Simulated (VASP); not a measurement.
Here is a VASP 6.6.1 calculation.

Contents of INCAR:

```
SYSTEM = Li
PREC     = Accurate       ! precision mode
ENCUT    = 600            ! plane-wave cutoff, eV
EDIFF    = 1E-6           ! SCF threshold, eV
ISMEAR   = 0              ! smearing method
SIGMA    = 0.1            ! smearing width, eV
LREAL    = .False.        ! projectors in reciprocal space
LASPH    = .True.         ! aspherical terms in the spheres
NELM     = 100            ! most SCF steps
ALGO     = Normal         ! electronic algorithm
ISIF     = 3              ! what is computed and relaxed
LWAVE    = .False.        ! write WAVECAR
LCHARG   = .False.        ! write CHGCAR
GGA      = PE             ! functional
IVDW     = 12             ! dispersion correction
IBRION   = 2              ! ionic algorithm
NSW      = 100            ! ionic steps
EDIFFG   = -0.005         ! ionic threshold
```

KPOINTS

```
Automatic mesh
0
Gamma
  16 16 16
  0 0 0
```

File POSCAR:

```
Li
1.0
    0.0000000000      2.2020000000      2.2020000000
    2.2020000000      0.0000000000      2.2020000000
    2.2020000000      2.2020000000      0.0000000000
Li
1
Direct
    0.0000000000      0.0000000000      0.0000000000
```

Potentials or basis: VASP PAW PBE potentials, release 64 (Li_sv).

Command:

```sh
$ cat potpaw_PBE.64/Li_sv/POTCAR > POTCAR
$ mpirun -np 1 vasp_std > vasp.out
```

**Question.** What does it give for the space group after relaxing (to 0.05 Å)?

**Answer.** Fm-3m (No. 225).

**Question.** What does it give for the relaxed cell?

**Answer.** a = 2.941 Å, b = 2.941 Å, c = 2.941 Å, α = 60.00°, β = 60.00°, γ = 60.00°.

**Question.** Predict the dispersion energy per atom.

**Answer.** -0.191 eV.

Final structure:
```
Li
1.0
     0.00000    2.07980    2.07980
     2.07980    0.00000    2.07980
     2.07980    2.07980    0.00000
Li
1
Direct
  0.00000 0.00000 0.00000
```
